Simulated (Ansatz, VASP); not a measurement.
**One calculation of SnTe, two programs**

```xyz
2
Lattice="-1.1417 3.1398 3.1398 3.1398 -1.1417 3.1398 3.1398 3.1398 -1.1417" Properties=species:S:1:pos:R:3 pbc="T T T"
Sn    0.0000    0.0000    0.0000
Te    3.8533    3.8533    3.8533
```

Alike in both runs: task single point; functional PBE; k mesh 10 × 10 × 10; occupations gaussian, width 0.03 eV; no spin polarisation.

|  | VASP | Ansatz |
| --- | --- | --- |
| version | VASP 6.6.1 | Ansatz 0.2.0 |
| potentials or method | VASP PAW PBE potentials, release 64 (Sn_d, Te), cutoff 520 eV | scalar-relativistic, plane waves, PAW |
| valence electrons in the cell | 20 | 30 |

VASP gave:

* gap on the k mesh at the Fermi level (eV): 1.02
* least direct gap on the mesh (eV): 1.57
* pressure (GPa): 13.3
* traceless stress, the component that is largest in VASP (GPa): 12.94
* rms of the force components (eV/Å): 5.988

Problem. Which values does Ansatz return?

Solution. gap on the k mesh at the Fermi level (eV): 1.05; least direct gap on the mesh (eV): 1.59; pressure (GPa): 13.2; traceless stress, the component that is largest in VASP (GPa): 12.96; rms of the force components (eV/Å): 5.996.

Atom by atom the forces differ by 0.007 eV/Å (rms over components). The functional is the same, so the differences come from potentials, cutoffs and numerics. VASP's potentials hold 20 valence electrons a cell and Ansatz's 30, so a difference there can come from the potentials and not from the codes.

Neither program's run includes spin-orbit coupling.
